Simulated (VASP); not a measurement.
Here is a VASP 6.6.1 calculation.

INCAR

```
SYSTEM = F
  PREC = Accurate
  ENCUT = 520
  EDIFF = 1E-6
  ISMEAR = 0
  SIGMA = 0.05
  LREAL = .False.
  LASPH = .True.
  NELM = 60
  ALGO = Normal
  ISIF = 2
  LWAVE = .False.
  LCHARG = .True.
  GGA = PS
  LELF = .True.
  LVHAR = .True.
  NBANDS = 22
```

Contents of KPOINTS:

```
Automatic mesh
0
Gamma
  4 4 2
  0 0 0
```

File POSCAR:

```
F
1.0
    2.9943327316     -1.8348924669     -0.2309487719
    2.9943327316      1.8348924669     -0.2309487719
   -2.2174034129      0.0000000000      7.3341131142
F
4
Direct
    0.0848459664      0.0848459664      0.0940038325
    0.9151540336      0.9151540336      0.9059961675
    0.5015719855      0.5015719855      0.5937195244
    0.4984280145      0.4984280145      0.4062804756
```

Potentials or basis: VASP PAW PBE potentials, release 64 (F).

Run with:

```sh
$ cat potpaw_PBE.64/F/POTCAR > POTCAR
$ mpirun -np 1 vasp_std > vasp.out
```

Problem. Estimate the largest force.

Solution. 0.639 eV/Å.

Problem. Estimate the pressure.

Solution. -1.8 GPa.

Problem. Estimate the band gap on the k mesh.

Solution. 2.67 eV, indirect (least direct gap 2.73 eV).

Forces on the atoms (eV/Å):
```
F   -0.268  0.000 -0.564
F    0.268  0.000  0.564
F    0.177  0.000 -0.614
F   -0.177  0.000  0.614
```

Caveat: the k points lie up to 0.51 Å⁻¹ apart; the PAW data sets were made with another functional, which shifts forces and pressure a little. As with any semilocal functional, this PBEsol gap is likely too small.
